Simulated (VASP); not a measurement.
# ZnF2 (P4_2/mnm) in VASP: a series of runs, part 2 of 2

VASP 6.6.1. Earlier steps stand in the parts before.

### 5 Single point, PBE (12.56 Å³/atom)

This run uses another cell than the first one, of 12.56 Å³/atom.

Contents of INCAR:

```
ALGO = Normal ; EDIFF = 1E-6
ENCUT = 600 ; GGA = PE
GGA_COMPAT = False ; ISIF = 2
ISMEAR = 0 ; LASPH = True
LCHARG = False ; LREAL = False
LWAVE = False ; NBANDS = 35
NELM = 120 ; PREC = Accurate
SIGMA = 0.01
```

Contents of KPOINTS:

```
k-points
0
Gamma
  4 4 6
```

Contents of POSCAR:

```
ZnF2
1.0
    4.8482210506      0.0000000000      0.0000000000
    0.0000000000      4.8482210506      0.0000000000
    0.0000000000      0.0000000000      3.2069203854
Zn F
2 4
Direct
    0.0000000000      0.0000000000      0.0000000000
    0.5000000000      0.5000000000      0.5000000000
    0.3043954841      0.3043954841      0.0000000000
    0.1956045159      0.8043954841      0.5000000000
    0.8043954841      0.1956045159      0.5000000000
    0.6956045159      0.6956045159      0.0000000000
```

Potentials or basis: VASP PAW PBE potentials, release 64 (Zn, F).

Command:

```
$ cat potpaw_PBE.64/Zn/POTCAR potpaw_PBE.64/F/POTCAR > POTCAR
$ mpirun -np 1 vasp_std > vasp.out
```

OUTCAR:

```text
EDIFF = 1E-6
   ENCUT = 600
   GGA = PE
   ISIF = 2
   ISMEAR = 0
   LASPH = True
   LREAL = False
   NELM = 120
   PREC = Accurate

 ion  position               nearest neighbor table
   1  0.000  0.000  0.000-   3 2.09   6 2.09   5 2.09   4 2.09   4 2.09   5 2.09
   2  0.500  0.500  0.500-   4 2.09   5 2.09   3 2.09   6 2.09   3 2.09   6 2.09
   3  0.304  0.304  0.000-   1 2.09   2 2.09   2 2.09
   4  0.196  0.804  0.500-   2 2.09   1 2.09   1 2.09
   5  0.804  0.196  0.500-   2 2.09   1 2.09   1 2.09
   6  0.696  0.696  0.000-   1 2.09   2 2.09   2 2.09

  LATTYP: Found a simple tetragonal cell.
 ALAT       =     4.8482210506
 C/A-ratio  =     0.6614633186

  Lattice vectors:

 A1 = (   4.8482210506,   0.0000000000,   0.0000000000)
 A2 = (   0.0000000000,   4.8482210506,   0.0000000000)
 A3 = (   0.0000000000,   0.0000000000,   3.2069203854)

Analysis of symmetry for initial positions (statically):
[... 182 lines left out ...]

 E-fermi :  -1.8831     XC(G=0):  -9.8400

 val. band max:       -1.9982246528   @ k =   0.5000   0.0000   0.5000
 cond. band min:       1.3913478156   @ k =   0.0000   0.0000   0.0000
 fundamental gap:      3.3895724683
 Fermi energy:        -1.8830946115

 k-point     1 :       0.0000    0.0000    0.0000
  band No.  band energies     occupation
      1     -23.1621      2.00000
      2     -22.5322      2.00000
      3     -22.5322      2.00000
      4     -22.5090      2.00000
      5      -7.4559      2.00000
      6      -6.7637      2.00000
[... 901 lines left out ...]
     34      10.4847      0.00000
     35      14.8644      0.00000

------------------------ aborting loop because EDIFF is reached ----------------------------------------

  FORCE on cell =-STRESS in cart. coord.  units (eV):
  Direction    XX          YY          ZZ          XY          YZ          ZX
  --------------------------------------------------------------------------------------
  -------------------------------------------------------------------------------------
  Total       -1.1637565     -1.1637565     -1.3617168     -0.0000000      0.0000000      0.0000000
  in kB      -24.7354433    -24.7354433    -28.9430546     -0.0000000      0.0000000      0.0000000
  external PRESSURE =     -26.1379804 kB  Pullay stress =       0.0000000 kB

 VOLUME and BASIS-vectors are now :
 -----------------------------------------------------------------------------
  energy-cutoff  :      600.00
  volume of cell :       75.38
      direct lattice vectors                 reciprocal lattice vectors
     4.848221051  0.000000000  0.000000000     0.206261222  0.000000000  0.000000000
     0.000000000  4.848221051  0.000000000     0.000000000  0.206261222  0.000000000
     0.000000000  0.000000000  3.206920385     0.000000000  0.000000000  0.311825639

 POSITION                                       TOTAL-FORCE (eV/Angst)
 -----------------------------------------------------------------------------------
      0.00000      0.00000      0.00000        -0.000000      0.000000      0.000000
      2.42411      2.42411      1.60346        -0.000000      0.000000      0.000000
      1.47578      1.47578      0.00000         0.027062      0.027062     -0.000000
      0.94833      3.89989      1.60346        -0.027062      0.027062      0.000000
      3.89989      0.94833      1.60346         0.027062     -0.027062      0.000000
      3.37244      3.37244      0.00000        -0.027062     -0.027062      0.000000
 -----------------------------------------------------------------------------------
    total drift:                               -0.000000      0.000000     -0.000000

  FREE ENERGIE OF THE ION-ELECTRON SYSTEM (eV)
  ---------------------------------------------------
  free  energy   TOTEN  =       -23.2430492795 eV

  energy  without entropy=      -23.2430492795  energy(sigma->0) =      -23.24304928
```

It took 32 s on 1 thread of Intel Xeon 6975P-C (Granite Rapids), shared host; peak memory 0.22 GiB.

What came out:

- Free energy: -23.2430 eV
- Pressure: -2.6 GPa
- Largest force: 0.038 eV/Å
- Band gap on the k mesh: 3.39 eV (least direct gap 3.41 eV)

Forces in eV/Å, atoms in the order of the input:
```
Zn   0.000  0.000  0.000
Zn   0.000  0.000  0.000
F    0.027  0.027  0.000
F   -0.027  0.027  0.000
F    0.027 -0.027  0.000
F   -0.027 -0.027  0.000
```

Levels at points of the mesh, in eV from the valence-band top:
```csv
k point,band 22,band 23,band 24,band 25,band 26,band 27,band 28,band 29,band 30,band 31
"(0.00, 0.00, 0.00)",-1.09,-0.76,-0.22,-0.22,-0.02,3.39,8.82,9.63,9.63,13.34
"(0.50, 0.00, 0.00)",-1.19,-0.52,-0.52,-0.28,-0.28,5.86,5.86,10.48,10.48,12.58
"(0.50, 0.50, 0.00)",-1.54,-0.93,-0.93,-0.23,-0.23,6.65,6.65,9.12,9.12,14.09
"(0.00, 0.00, 0.50)",-1.21,-1.05,-1.05,-1.04,-1.04,7.88,7.88,11.62,11.62,13.00
"(0.50, 0.00, 0.50)",-1.29,-1.02,-1.02,0.00,0.00,8.30,8.30,10.20,10.20,13.58
"(0.50, 0.50, 0.50)",-1.08,-1.05,-1.05,-0.72,-0.72,7.72,7.72,11.44,11.44,11.98
```

Caveat: the structure was generated, so it needn't be the stable form of ZnF2.

### 6 Single point, PBE (12.93 Å³/atom)

This run uses another cell than the first one, of 12.93 Å³/atom.

Contents of INCAR:

```
PREC = Accurate
ENCUT = 600
EDIFF = 1E-6
ISMEAR = 0
SIGMA = 0.01
LREAL = F
LASPH = T
NELM = 120
ALGO = Normal
ISIF = 2
LWAVE = F
LCHARG = T
GGA = PE
LELF = T
LVHAR = T
NBANDS = 35
GGA_COMPAT = F
```

Contents of KPOINTS:

```
regular mesh
0
Gamma
  4 4 6
```

Changes to POSCAR since step 5:

```diff
@@ -2,5 +2,5 @@
 1.0
-    4.8482210506      0.0000000000      0.0000000000
-    0.0000000000      4.8482210506      0.0000000000
-    0.0000000000      0.0000000000      3.2069203854
+    4.8948414206      0.0000000000      0.0000000000
+    0.0000000000      4.8948414206      0.0000000000
+    0.0000000000      0.0000000000      3.2377580501
 Zn F
```

Potentials or basis: VASP PAW PBE potentials, release 64 (Zn, F).

Command:

```
$ cat potpaw_PBE.64/Zn/POTCAR potpaw_PBE.64/F/POTCAR > POTCAR
$ mpirun -np 1 vasp_std > vasp.out
```

Run time: 37 s. Hardware: 1 thread of Intel Xeon 6975P-C (Granite Rapids), shared host; peak memory 0.23 GiB.

The run converged. Its results:

```
Free energy            : -23.1962 eV
Pressure               : -5.0 GPa
Largest force          : 0.085 eV/Å
Band gap on the k mesh : 3.32 eV (least direct gap 3.36 eV)
```

Forces on the atoms (eV/Å):
```
Zn   0.000  0.000  0.000
Zn   0.000  0.000  0.000
F    0.060  0.060  0.000
F   -0.060  0.060  0.000
F    0.060 -0.060  0.000
F   -0.060 -0.060  0.000
```

Stress tensor (GPa, compression positive):
```
-4.69  0.00  0.00
 0.00 -4.69  0.00
 0.00  0.00 -5.69
```

Levels at points of the mesh, in eV from the valence-band top:
```
           k point  band 22  band 23  band 24  band 25  band 26  band 27  band 28  band 29  band 30  band 31
(0.00, 0.00, 0.00)    -0.96    -0.64    -0.21    -0.21    -0.04     3.32     8.62     9.58     9.58    13.28
(0.50, 0.00, 0.00)    -1.08    -0.48    -0.48    -0.26    -0.26     5.74     5.74    10.41    10.41    12.43
(0.50, 0.50, 0.00)    -1.52    -0.84    -0.84    -0.22    -0.22     6.49     6.49     9.06     9.06    13.93
(0.00, 0.00, 0.50)    -1.20    -1.02    -1.02    -0.94    -0.94     7.71     7.71    11.48    11.48    12.89
(0.50, 0.00, 0.50)    -1.15    -0.94    -0.94     0.00     0.00     8.10     8.10    10.12    10.12    13.43
(0.50, 0.50, 0.50)    -0.97    -0.96    -0.96    -0.70    -0.70     7.55     7.55    11.39    11.39    11.82
```

Caveat: the cell stands under tension; the structure was generated, so it needn't be the stable form of ZnF2. A k mesh can miss the band edges.

### 7 Overview

```csv
cell,gap on the mesh (eV),pressure (GPa),largest force (eV/Å)
"a = 4.703, b = 4.703, c = 3.111 Å, 6 atoms",3.56,8.0,0.14
"a = 4.752, b = 4.752, c = 3.143 Å, 6 atoms",3.51,3.9,0.07
"a = 4.801, b = 4.801, c = 3.175 Å, 6 atoms",3.46,0.3,0.01
"a = 4.848, b = 4.848, c = 3.207 Å, 6 atoms",3.39,-2.6,0.04
"a = 4.895, b = 4.895, c = 3.238 Å, 6 atoms",3.32,-5.0,0.09
```

Alike in all rows: task single point; level PBE; potentials or basis VASP PAW PBE potentials, release 64 (Zn, F); no spin polarisation; k mesh 4 × 4 × 6; cutoff (eV) 600; smearing gaussian 0.01 eV.

Caveats: the structure was generated, so it needn't be the stable form of ZnF2; the cell stands under pressure (at least some runs); the cell stands under tension (at least some runs).

Absolute energies hang on the potentials; compare differences alone.
